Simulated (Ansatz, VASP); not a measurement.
**B: VASP beside Ansatz**

```xyz
28
Lattice="5.0227 0.0000 0.0000 0.0000 5.5882 0.0000 0.0000 0.0000 6.8783" Properties=species:S:1:pos:R:3 pbc="T T T"
B     3.2785    5.0731    1.9948
B     1.7442    0.5151    1.9948
B     0.7672    3.3092    1.4443
B     4.2555    2.2790    1.4443
B     1.7442    0.5151    4.8834
B     3.2785    5.0731    4.8834
B     4.2555    2.2790    5.4340
B     0.7672    3.3092    5.4340
B     0.7443    4.3116    0.0000
B     4.2784    1.2766    0.0000
B     3.2556    4.0708    3.4391
B     1.7671    1.5175    3.4391
B     4.1965    5.5410    3.4391
B     0.8262    0.0472    3.4391
B     1.6852    2.8413    0.0000
B     3.3375    2.7469    0.0000
B     1.7068    4.3659    2.5732
B     3.3159    1.2223    2.5732
B     4.2182    4.0164    0.8660
B     0.8045    1.5718    0.8660
B     3.3159    1.2223    4.3051
B     1.7068    4.3659    4.3051
B     0.8045    1.5718    6.0123
B     4.2182    4.0164    6.0123
B     0.8568    2.9189    3.4391
B     4.1659    2.6693    3.4391
B     3.3682    5.4634    0.0000
B     1.6545    0.1248    0.0000
```

Alike in both runs: functional PBEsol; k mesh 6 × 6 × 4; occupations gaussian, width 0.02 eV; no spin polarisation.

Ansatz relaxed the structure, and its values are those at the end. VASP's run is a single point on that final structure, the one shown.

```csv
,VASP,Ansatz
version,VASP 6.6.1,Ansatz 0.2.0
potentials or method,"VASP PAW PBE potentials, release 64 (B), cutoff 520 eV","scalar-relativistic, plane waves, PAW"
valence electrons in the cell,84,84
```

```csv
,VASP,Ansatz,Ansatz less VASP
gap on the k mesh at the Fermi level (eV),1.49,1.49,0.000
least direct gap on the mesh (eV),1.64,1.64,0.000
pressure (GPa),0.4,0.0,-0.37
rms of the force components (eV/Å),0.012,0.000,-0.0114
```

VASP's potentials were made for PBE, not for PBEsol.
